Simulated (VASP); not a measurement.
Runs of VASP 6.6.1 on Sc2In. The structure is that of space group P6_3/mmc (No. 194), or close to it. The cells are those of the table. 

```csv
cell,gap on the mesh (eV),pressure (GPa)
"a = 5.174, b = 5.174, c = 6.466 Å, angles 90.0, 90.0, 120.0°, 6 atoms",none,-8.8
"a = 5.087, b = 5.087, c = 6.358 Å, angles 90.0, 90.0, 120.0°, 6 atoms",none,-6.5
"a = 5.043, b = 5.043, c = 6.302 Å, angles 90.0, 90.0, 120.0°, 6 atoms",none,-5.1
"a = 5.131, b = 5.131, c = 6.412 Å, angles 90.0, 90.0, 120.0°, 6 atoms",none,-7.8
"a = 4.905, b = 4.905, c = 6.130 Å, angles 90.0, 90.0, 120.0°, 6 atoms",none,(b)
"a = 4.952, b = 4.952, c = 6.188 Å, angles 90.0, 90.0, 120.0°, 6 atoms",none,-1.5
"a = 4.998, b = 4.998, c = 6.246 Å, angles 90.0, 90.0, 120.0°, 6 atoms",none,(a)
```

Alike in all rows: task single point; level LDA; potentials or basis VASP PAW LDA potentials, release 64 (Sc_sv, In_d); no spin polarisation; k mesh 5 × 5 × 4; cutoff (eV) 520; smearing methfessel-paxton 0.1 eV.

Estimate the missing entries.

(a) -3.4; (b) 0.7.

Caveats: spin-orbit coupling is left out, which moves the levels of the heavy elements.

A k mesh can miss the band edges, and the runs leave out spin-orbit coupling on In.

A gap of «none» marks levels without a gap at the run's occupations.
